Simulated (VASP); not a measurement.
A run of VASP 6.6.1 is set up as follows.

INCAR

```
PREC = Accurate ; ENCUT = 520
EDIFF = 1E-6 ; ISMEAR = -1
SIGMA = 0.05 ; LREAL = F
LASPH = T ; NELM = 100
ALGO = Normal ; ISIF = 2
LWAVE = F ; LCHARG = F
GGA = PS ; NBANDS = 24
```

The input KPOINTS:

```
Automatic mesh
0
Gamma
  5 5 4
```

File POSCAR:

```
HfMoC2
1.0
    3.1914230000      0.0000000000      0.0000000000
    0.0000000000      3.1914230000      0.0000000000
    0.0000000000      0.0000000000      4.4851640000
Hf Mo C
1 1 2
Direct
    0.0000000000      0.0000000000      0.0000000000
    0.5000000000      0.5000000000      0.5000000000
    0.5000000000      0.5000000000      0.0000000000
    0.0000000000      0.0000000000      0.5000000000
```

Potentials or basis: VASP PAW PBE potentials, release 64 (Hf_pv, Mo_sv, C).

The run is started by

```console
$ cat potpaw_PBE.64/Hf_pv/POTCAR potpaw_PBE.64/Mo_sv/POTCAR potpaw_PBE.64/C/POTCAR > POTCAR
$ mpirun -np 1 vasp_std > vasp.out
```

Task: What does it give for the band gap on the k mesh?

Result: Zero (band 16 reaches 10.16 eV, above the bottom of band 17 at 7.87 eV).

Task: Estimate the pressure.

Result: -8.5 GPa.

Stress tensor (GPa, compression positive):
```
-10.70   0.00   0.00
  0.00 -10.70   0.00
  0.00   0.00  -4.25
```

Caveat: the k points lie up to 0.39 Å⁻¹ apart; the PAW data sets were made with another functional, which shifts forces and pressure a little; spin-orbit coupling is left out, which moves the levels of the heavy elements.
